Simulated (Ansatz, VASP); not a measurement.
**Pd: VASP beside Ansatz**

Contents of POSCAR:

```
Pd
1.0
    2.8198474060      0.0000000000      0.0000000000
   -1.4099237030      2.4420594884      0.0000000000
    0.0000000000      0.0000000000      4.7180038554
Pd
2
Direct
    0.3333333333      0.6666666667      0.2500000000
    0.6666666667      0.3333333333      0.7500000000
```

INCAR.step1

```
SYSTEM = Pd
PREC     = Accurate       ! precision mode
ENCUT    = 520            ! plane-wave cutoff, eV
ISMEAR   = -1             ! smearing method
SIGMA    = 0.05           ! smearing width, eV
LREAL    = .False.        ! projectors in reciprocal space
LASPH    = .True.         ! aspherical terms in the spheres
NELM     = 150            ! most SCF steps
ISPIN    = 2              ! spin polarisation
MAGMOM   = 0.44 0.44      ! initial moments
LMAXMIX  = 4              ! l up to which the mixer works
NBANDS   = 21             ! bands
GGA      = PE             ! functional
ALGO     = Normal         ! electronic algorithm
EDIFF    = 1E-4           ! SCF threshold, eV
LWAVE    = .True.         ! write WAVECAR
LCHARG   = .False.        ! write CHGCAR
```

Contents of INCAR.step2:

```
SYSTEM = Pd
PREC     = Accurate       ! precision mode
ENCUT    = 520            ! plane-wave cutoff, eV
EDIFF    = 1E-7           ! SCF threshold, eV
ISMEAR   = -1             ! smearing method
SIGMA    = 0.05           ! smearing width, eV
LREAL    = .False.        ! projectors in reciprocal space
LASPH    = .True.         ! aspherical terms in the spheres
NELM     = 150            ! most SCF steps
ALGO     = Normal         ! electronic algorithm
ISIF     = 2              ! what is computed and relaxed
LWAVE    = .False.        ! write WAVECAR
LCHARG   = .True.         ! write CHGCAR
ISPIN    = 2              ! spin polarisation
MAGMOM   = 0.44 0.44      ! initial moments
LORBIT   = 11             ! projections on sites
LMAXMIX  = 4              ! l up to which the mixer works
METAGGA  = R2SCAN         ! meta-GGA
LMIXTAU  = .True.       
LELF     = .True.         ! ELF
LVHAR    = .True.       
NBANDS   = 21             ! bands
ISTART   = 1
```

Contents of KPOINTS:

```
regular mesh
0
Gamma
  15 15 8
  0 0 0
```

Input for Ansatz:

```yaml
crystal:
  lattice:
    - [2.819847406, 0.0, 0.0]
    - [-1.409923703, 2.4420594884, 0.0]
    - [0.0, 0.0, 4.7180038554]
  atoms:
    - { symbol: Pd, position: [0.3333333333, 0.6666666667, 0.25], spin: 0.44 }
    - { symbol: Pd, position: [0.6666666667, 0.3333333333, 0.75], spin: 0.44 }
hamiltonian:
  xc: r2scan
  pseudopotentials:
    kind: paw
    azcp:
      Pd: "pseudopotentials/Pd.paw.azcp"
basis:
  ecutwfc: 500
  fft_grid_basis: typed
kpoints:
  mp_grid: { grid: [15, 15, 8], shift: [0, 0, 0] }
magnetization:
  spin_polarized: true
scf:
  occupations: { method: fermi_dirac, width: 0.05 }
  lower_state_search: "off"
output:
  stress: true
```

Alike in both runs: task single point; functional r2SCAN; k mesh 15 × 15 × 8; occupations fermi-dirac, width 0.05 eV; collinear spin.

|  | VASP | Ansatz |
| --- | --- | --- |
| version | VASP 6.6.1 | Ansatz 0.2.0 |
| potentials or method | VASP PAW PBE potentials, release 64 (Pd), cutoff 520 eV | plane waves (500 eV) with PAW, scalar-relativistic |
| valence electrons in the cell | 20 | 36 |

Ansatz gave:

```
pressure (GPa)                                                : -11.3
traceless stress, the component that is largest in VASP (GPa) : 0.21
net moment per atom (μB)                                      : 0.41
size of the moment on the site where the two differ most (μB) : 0.43
```

What did VASP give for the same quantities?

Pressure (GPa): -11.0; traceless stress, the component that is largest in VASP (GPa): 0.14; net moment per atom (μB): 0.41; size of the moment on the site where the two differ most (μB): 0.42.

VASP's potentials were made for PBE, not for r2SCAN. Site moments also hang on the region over which each program counts them. The functional is the same, so the differences come from potentials, cutoffs and numerics. VASP's potentials hold 20 valence electrons a cell and Ansatz's 36, so a difference there can come from the potentials and not from the codes. Ansatz's warnings: stability check not made.
